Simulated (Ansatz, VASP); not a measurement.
# Ni in VASP and in Ansatz

INCAR

```
SYSTEM = Ni
ALGO = Normal
EDIFF = 1E-6
ENCUT = 590
GGA = PE
GGA_COMPAT = .False.
ISIF = 2
ISMEAR = -5
ISPIN = 2
IVDW = 13
LASPH = .True.
LCHARG = .True.
LDAU = .True.
LDAUJ = 0
LDAUL = 2
LDAUPRINT = 1
LDAUTYPE = 2
LDAUU = 3.5
LELF = .True.
LMAXMIX = 4
LORBIT = 11
LREAL = .False.
LVHAR = .True.
LWAVE = .False.
MAGMOM = 1
NBANDS = 19
NELM = 200
PREC = Accurate
SIGMA = 0.05
```

File KPOINTS:

```
k-points
0
Gamma
  13 13 13
  0 0 0
```

Contents of POSCAR:

```
Ni
1.0
    0.0000000000      1.6650882909      1.6650882909
    1.6650882909      0.0000000000      1.6650882909
    1.6650882909      1.6650882909      0.0000000000
Ni
1
Direct
    0.0000000000      0.0000000000      0.0000000000
```

The input input.yaml:

```yaml
crystal:
  lattice:
    - [0.0, 1.6650882909, 1.6650882909]
    - [1.6650882909, 0.0, 1.6650882909]
    - [1.6650882909, 1.6650882909, 0.0]
  atoms:
    - { symbol: Ni, position: [0.0, 0.0, 0.0], spin: 1.0 }
hamiltonian:
  xc: pbe
  pseudopotentials: { kind: paw }
  dispersion: d4
  hubbard:
    sites: [{ species: Ni, l: d, u_eff: 3.5 }]
    projectors: all-electron-ortho-atomic
    double_counting: fll
magnetization:
  spin_polarized: true
kpoints:
  mp_grid: { grid: [13, 13, 13] }
scf:
  occupations: { method: tetrahedron }
output:
  forces: true
  stress: true
```

Alike in both runs: task single point; functional PBE; dispersion D4; k mesh 13 × 13 × 13; occupations tetrahedron; collinear spin; Hubbard terms Ni d U = 3.5 eV.

```csv
,VASP,Ansatz
version,VASP 6.6.1,Ansatz 0.2.0
potentials or method,"VASP PAW PBE potentials, release 64 (Ni_sv_GW)",Ansatz PAW
plane-wave cutoff (eV),590,420
valence electrons in the cell,18,18
```

Ansatz gave:

```
gap on the k mesh at the Fermi level (eV)                     : none
net moment per atom (μB)                                      : 0.60
size of the moment on the site where the two differ most (μB) : 0.65
```

Task: Estimate VASP's values.

Result: gap on the k mesh at the Fermi level (eV): none; net moment per atom (μB): 0.71; size of the moment on the site where the two differ most (μB): 0.77.

The net moments are unlike, so the other rows may belong to different states. Site moments also hang on the region over which each program counts them. The programs project onto different local orbitals, so the same U acts differently, and such runs can settle in different states. A gap of «none» marks a metal or a gap that the smearing closes.

Noted on Ansatz's run: the magnetic or orbital state may not be the lowest.
